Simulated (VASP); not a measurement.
Input of a VASP 6.6.1 run:

The input INCAR:

```
SYSTEM = ZnSe
ALGO = Normal ; EDIFF = 1E-6
ENCUT = 520 ; GGA = PE
ISIF = 2 ; ISMEAR = -1
LASPH = .TRUE. ; LCHARG = .FALSE.
LREAL = .FALSE. ; LWAVE = .FALSE.
NBANDS = 16 ; NELM = 60
PREC = Accurate ; SIGMA = 0.03
```

Contents of KPOINTS:

```
k-points
0
G
  8 8 8
  0 0 0
```

POSCAR

```
ZnSe
1.0
    0.0000000000      2.8338000000      2.8621380000
    2.8338000000      0.0000000000      2.8621380000
    2.8338000000      2.8338000000      0.0000000000
Zn Se
1 1
Direct
    0.0000000000      0.0000000000      0.0000000000
    0.7500000000      0.7500000000      0.7500000000
```

Potentials or basis: VASP PAW PBE potentials, release 64 (Zn, Se).

Command:

```sh
$ cat potpaw_PBE.64/Zn/POTCAR potpaw_PBE.64/Se/POTCAR > POTCAR
$ mpirun -np 1 vasp_std > vasp.out
```

Problem. Estimate the band gap on the k mesh.

Solution. 1.24 eV, direct.

Problem. Predict the pressure.

Solution. 1.7 GPa.

Stress tensor (GPa, compression positive):
```
1.81 0.00 0.00
0.00 1.81 0.00
0.00 0.00 1.46
```

Caveat: the cell differs from its parent crystal (zz strain of +1 %).
